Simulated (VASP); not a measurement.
Input of a VASP 6.6.1 run:

File INCAR:

```
SYSTEM = CdIn
PREC = Accurate ; ENCUT = 520
EDIFF = 1E-6 ; ISMEAR = 0
SIGMA = 0.15 ; LREAL = .FALSE.
LASPH = .TRUE. ; NELM = 60
ALGO = Fast ; ISIF = 2
LWAVE = .FALSE. ; LCHARG = .FALSE.
GGA = PS ; NBANDS = 20
```

The input KPOINTS:

```
Automatic mesh
0
G
  18 18 10
  0 0 0
```

POSCAR

```
CdIn
1.0
    3.3814473125      0.0000000000      0.0000000000
   -1.6907236563      2.9284192742      0.0000000000
    0.0000000000      0.0000000000      5.0691276662
Cd In
1 1
Direct
    0.0000000000      0.0000000000      0.5000000000
    0.6666666667      0.3333333333      0.0000000000
```

Potentials or basis: VASP PAW PBE potentials, release 64 (Cd, In_d).

Run with:

```console
$ cat potpaw_PBE.64/Cd/POTCAR potpaw_PBE.64/In_d/POTCAR > POTCAR
$ mpirun -np 1 vasp_std > vasp.out
```

(1) What does it give for the pressure?

Answers

(1) -2.0 GPa.

Caveat: the PAW data sets were made with another functional, which shifts forces and pressure a little.
